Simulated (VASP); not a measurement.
Wanted: the native input for a VASP 6.6.1 run.

```
Task                   : single point
Functional             : PBE
Potentials or basis    : VASP PAW PBE potentials, release 64 (Mo_sv)
Cutoff                 : 520 eV
k mesh                 : 22 × 22 × 22
Occupations            : gaussian, width 0.15 eV
Spin                   : no spin polarisation
Dipole correction      : no
Further INCAR settings : ALGO = Fast; EDIFF = 1e-07; NBANDS = 13
```

The structure of Mo lies in POSCAR:

```
Mo
1.0
   -1.6181300000      1.5710000000      1.5710000000
    1.6181300000     -1.5710000000      1.5710000000
    1.6181300000      1.5710000000     -1.5710000000
Mo
1
Direct
    0.0000000000      0.0000000000      0.0000000000
```

This cell differs from its parent crystal: strain +0.0300 x Voigt [1, 0, 0, 0, 0, 0].

These files were run (other wordings do the same):

INCAR

```
PREC = Accurate
ENCUT = 520
EDIFF = 1E-7
ISMEAR = 0
SIGMA = 0.15
LREAL = F
LASPH = T
NELM = 60
ALGO = Fast
ISIF = 2
LWAVE = F
LCHARG = T
GGA = PE
LELF = T
LVHAR = T
NBANDS = 13
```

KPOINTS

```
regular mesh
0
Gamma
  22 22 22
```

Potentials or basis: VASP PAW PBE potentials, release 64 (Mo_sv).

Run with:

```console
$ cat potpaw_PBE.64/Mo_sv/POTCAR > POTCAR
$ mpirun -np 1 vasp_std > vasp.out
```

Results of the run:

```yaml
Pressure: -2.3 GPa
Band_gap_on_the_k_mesh: zero (band 7 reaches 16.04 eV, above the bottom of band 8 at 11.13 eV)
```

Caveat: the cell differs from its parent crystal (strain +0.0300 x Voigt [1, 0, 0, 0, 0, 0]).

Run time: 91 s on 1 thread of Intel(R) Xeon(R) Platinum 8488C (Sapphire Rapids), with other jobs on the host, peak memory 0.26 GiB.
